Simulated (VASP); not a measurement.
A run of VASP 6.6.1 is set up as follows.

File INCAR:

```
SYSTEM = Hf
  ALGO = Normal
  EDIFF = 1E-8
  ENCUT = 520
  ISIF = 2
  ISMEAR = -1
  LASPH = .True.
  LCHARG = .False.
  LEFG = .True.
  LREAL = .False.
  LWAVE = .False.
  NBANDS = 11
  NELM = 80
  PREC = Accurate
  SIGMA = 0.03
```

KPOINTS

```
k-points
0
Gamma
  13 13 13
  0 0 0
```

POSCAR

```
Hf
1.0
    0.0000000000      2.2200000000      2.2422000000
    2.2200000000      0.0000000000      2.2422000000
    2.2200000000      2.2200000000      0.0000000000
Hf
1
Direct
    0.0000000000      0.0000000000      0.0000000000
```

Potentials or basis: VASP PAW LDA potentials, release 64 (Hf_pv).

Run with:

```bash
$ cat potpaw_LDA.64/Hf_pv/POTCAR > POTCAR
$ mpirun -np 1 vasp_std > vasp.out
```

Problem. Estimate the pressure.

Solution. -6.5 GPa.

Problem. Predict the band gap on the k mesh.

Solution. Zero (band 5 reaches 5.95 eV, above the bottom of band 6 at 4.11 eV).

Electric field gradients, principal values (V/Å²):
```tsv
atom	least	middle	greatest (by size)
1 Hf	4.568	4.568	-9.136
```

Caveat: the cell differs from its parent crystal (zz strain of +1 %); without QUAD_EFG the Cq values of the log hold for a quadrupole moment of 1 mb, not for the nuclei; spin-orbit coupling is left out, which moves the levels of the heavy elements.
